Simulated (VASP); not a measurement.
A run of VASP 6.6.1 is set up as follows.

Contents of INCAR:

```
PREC     = Accurate       # precision mode
ENCUT    = 520            # plane-wave cutoff, eV
EDIFF    = 1E-7           # SCF threshold, eV
ISMEAR   = 0              # smearing method
SIGMA    = 0.1            # smearing width, eV
LREAL    = F              # projectors in reciprocal space
LASPH    = T              # aspherical terms in the spheres
NELM     = 60             # most SCF steps
ALGO     = Normal         # electronic algorithm
ISIF     = 2              # what is computed and relaxed
LWAVE    = F              # write WAVECAR
LCHARG   = T              # write CHGCAR
LDIPOL   = T            
IDIPOL   = 3            
DIPOL    = 0.5 0.5 0.481
GGA      = PS             # functional
LELF     = T              # ELF
LVHAR    = T            
LVACPOTAV= T            
NBANDS   = 42             # bands
```

KPOINTS

```
regular mesh
0
Gamma
  9 9 1
```

Contents of POSCAR:

```
Zr4HC4
1.0
    3.3015289951      0.0000000000      0.0000000000
    0.0000000000      3.3015289951      0.0000000000
    0.0000000000      0.0000000000     26.0036006222
Zr C H
4 4 1
Direct
    0.0000000000      0.0000000000      0.3268778091
    0.5000000000      0.5000000000      0.4166551279
    0.0011812467     -0.0011812467      0.5043968401
    0.5066079983      0.4933920017      0.5898461700
    0.5000000000      0.5000000000      0.3268778091
    0.0000000000      0.0000000000      0.4166551279
    0.5023447679      0.4976552321      0.5074088840
    0.0118147708     -0.0118147708      0.5976103124
    0.9274682760      0.0725317240      0.6388358623
```

Potentials or basis: VASP PAW PBE potentials, release 64 (Zr_sv, C, H).

The run is started by

```bash
$ cat potpaw_PBE.64/Zr_sv/POTCAR potpaw_PBE.64/C/POTCAR potpaw_PBE.64/H/POTCAR > POTCAR
$ mpirun -np 1 vasp_std > vasp.out
```

Problem. Predict the largest force.

Solution. 1.388 eV/Å.

Forces on the atoms (eV/Å):
```
Zr  -0.017  0.017  1.388
Zr   0.015 -0.015 -0.277
Zr  -0.014  0.014 -0.007
Zr  -0.004  0.004  0.033
C    0.013 -0.013 -0.602
C    0.000  0.000 -0.547
C    0.006 -0.006 -0.014
C   -0.006  0.006 -0.006
H    0.008 -0.008  0.030
```

Caveat: the PAW data sets were made with another functional, which shifts forces and pressure a little.
